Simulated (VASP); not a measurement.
# Ti3PO6: single point with PBE

Ti3PO6:

```
Ti P O
1.0
     0.00000    3.67638    3.67638
     3.67638    0.00000    3.67638
     3.67638    3.67638    0.00000
Ti P O
3 1 6
Direct
  0.75000 0.75000 0.75000
  0.25000 0.25000 0.25000
  0.50000 0.50000 0.50000
  0.00000 0.00000 0.00000
  0.76907 0.23093 0.23093
  0.23093 0.23093 0.76907
  0.23093 0.76907 0.76907
  0.23093 0.76907 0.23093
  0.76907 0.23093 0.76907
  0.76907 0.76907 0.23093
```

The cell was generated, and may not be a known phase.

| Property | Result |
| --- | --- |
| Program | VASP 6.6.1 |
| Task | single point |
| Functional | PBE |
| Potentials or basis | VASP PAW PBE potentials, release 64 (Ti_sv, P, O) |
| Cutoff | 520 eV |
| k mesh | 4 × 4 × 4 |
| Occupations | gaussian, width 0.1 eV |
| Spin | collinear spin |
| Starting moments | [1.0, 1.0, 1.0, 0.0, 0.0, 0.0, 0.0, 0.0, 0.0, 0.0] μB |
| Dipole correction | no |
| Further INCAR settings | ALGO = Normal; EDIFF = 1e-07; NBANDS = 54 |

```yaml
Pressure: 0.0 GPa
Largest_force: 0.055 eV/Å
Net_moment: 4.93 μB per cell
Site_moments: Ti +1.71, +0.81 (each value once); P +0.01; O -0.01 μB
Valence_electrons_inside_the_program's_atomic_spheres: Ti 10.06, 10.36 (each value once); P 2.16; O 5.11
```

Forces in eV/Å, atoms in the order of the input:
```
Ti   0.000  0.000  0.000
Ti   0.000  0.000  0.000
Ti   0.000  0.000  0.000
P    0.000  0.000  0.000
O   -0.055  0.000  0.000
O    0.000  0.000 -0.055
O    0.055  0.000  0.000
O    0.000 -0.055  0.000
O    0.000  0.055  0.000
O    0.000  0.000  0.055
```

Levels at points of the mesh, in eV from the Fermi level:
Spin up:
```csv
k point,band 37,band 38,band 39,band 40,band 41,band 42,band 43,band 44,band 45,band 46
"(0.00, 0.00, 0.00)",-1.39,-1.39,-1.06,-1.06,-1.06,-0.16,-0.16,-0.16,-0.01,-0.01
"(0.50, 0.00, 0.00)",-0.69,-0.69,-0.52,-0.52,-0.01,0.11,0.17,0.41,0.41,0.73
"(0.50, 0.50, 0.00)",-0.44,-0.38,-0.18,-0.10,-0.07,0.03,0.36,0.69,0.69,0.91
```
Spin down:
| k point | band 32 | band 33 | band 34 | band 35 | band 36 | band 37 | band 38 | band 39 | band 40 | band 41 |
| --- | --- | --- | --- | --- | --- | --- | --- | --- | --- | --- |
| (0.00, 0.00, 0.00) | -4.71 | -4.71 | -3.40 | -3.40 | -3.40 | -0.04 | -0.04 | -0.04 | 0.58 | 0.58 |
| (0.50, 0.00, 0.00) | -4.90 | -4.49 | -4.26 | -4.26 | -3.91 | 0.71 | 0.71 | 0.91 | 1.26 | 1.26 |
| (0.50, 0.50, 0.00) | -5.71 | -5.71 | -5.02 | -5.02 | -3.53 | 0.68 | 0.70 | 1.15 | 1.51 | 1.51 |

Run time: 2.6 min on 1 thread of Intel(R) Xeon(R) Platinum 8375C CPU @ 2.90GHz (Ice Lake) (shared host), peak memory 0.31 GiB.

Caveat: the k points lie up to 0.37 Å⁻¹ apart; semilocal functionals often make such compounds metallic where correlation or magnetic order opens a gap, which also shifts bond lengths.
